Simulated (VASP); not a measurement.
# VN2: relaxation of shape and atoms at fixed volume with PBEsol

Crystal: VN2.

```xyz
6
Lattice="-2.1514 2.1514 2.4796 2.1514 -2.1514 2.4796 2.1514 2.1514 -2.4796" Properties=species:S:1:pos:R:3 pbc="T T T"
V     0.0000    0.0000    1.2398
V     0.0000    0.0000    3.7194
N     2.6431    0.4916    0.0000
N     1.6598    0.4916    2.4796
N    -0.4916    1.6598    2.4796
N     0.4916    1.6598    0.0000
```

```
Program                : VASP 6.6.1
Task                   : relaxation of shape and atoms at fixed volume
Functional             : PBEsol
Potentials or basis    : VASP PAW PBE potentials, release 64 (V_sv, N)
Cutoff                 : 600 eV
k mesh                 : 12 × 12 × 12
Occupations            : gaussian, width 0.1 eV
Spin                   : no spin polarisation
Dipole correction      : no
Further INCAR settings : ALGO = Normal; EDIFF = 1e-06; IBRION = 2; EDIFFG = -0.01; NSW = 50; ISIF = 4
```

```yaml
Energy_gained_by_relaxing: 0.2 meV/atom
Ionic_steps: 5
Pressure_after_relaxing: -9.2 GPa
Band_gap_on_the_k_mesh: zero (bands 23 and 24 overlap by 0.37 eV)
```

Forces on the atoms (eV/Å):
```
V    0.000  0.000  0.000
V    0.000  0.000  0.000
N    0.002  0.002  0.000
N   -0.002  0.002  0.000
N   -0.002 -0.002  0.000
N    0.002 -0.002  0.000
```

Step by step:
| step | energy change (eV) | largest force (eV/Å) | pressure (GPa) | volume (Å³) |
| --- | --- | --- | --- | --- |
| 1 | 0.0000 | 0.1348 | -9.51 | 45.91 |
| 2 | 0.0005 | 0.1878 | -8.69 | 45.91 |
| 3 | -0.0009 | 0.0065 | -9.14 | 45.91 |
| 4 | -0.0009 | 0.0094 | -9.12 | 45.91 |
| 5 | -0.0009 | 0.0025 | -9.16 | 45.91 |

Final structure:
```xyz
6
Lattice="-2.1499 2.1499 2.4830 2.1499 -2.1499 2.4830 2.1499 2.1499 -2.4830" Properties=species:S:1:pos:R:3 pbc="T T T"
V     0.0000    0.0000    1.2415
V     0.0000    0.0000    3.7245
N     2.6393    0.4894    0.0000
N     1.6606    0.4894    2.4830
N    -0.4894    1.6606    2.4830
N     0.4894    1.6606    0.0000
```

Levels at points of the mesh, in eV from the Fermi level:
```
           k point  band 21  band 22  band 23  band 24  band 25  band 26
(0.00, 0.00, 0.00)    -2.66    -2.60    -2.60     0.77     0.92     0.92
(0.50, 0.00, 0.00)    -3.16    -3.16     0.17     0.17     0.74     0.74
(0.50, 0.50, 0.00)    -2.78    -2.64    -1.34     0.01     0.81     1.12
(0.50, 0.50, 0.50)    -2.09    -0.24    -0.19    -0.17    -0.07     0.03
```

Wall time 16 min on 1 thread of Oxide Virtual Turin-like Processor, with other jobs on the host, peak memory 0.3 GiB.

Caveat: the PAW data sets were made with another functional, which shifts forces and pressure a little; the run has no spin polarisation, though such a crystal can be magnetic. With open d or f shells a metallic result of PBEsol can be an artefact of self-interaction; +U or a hybrid may open a gap.
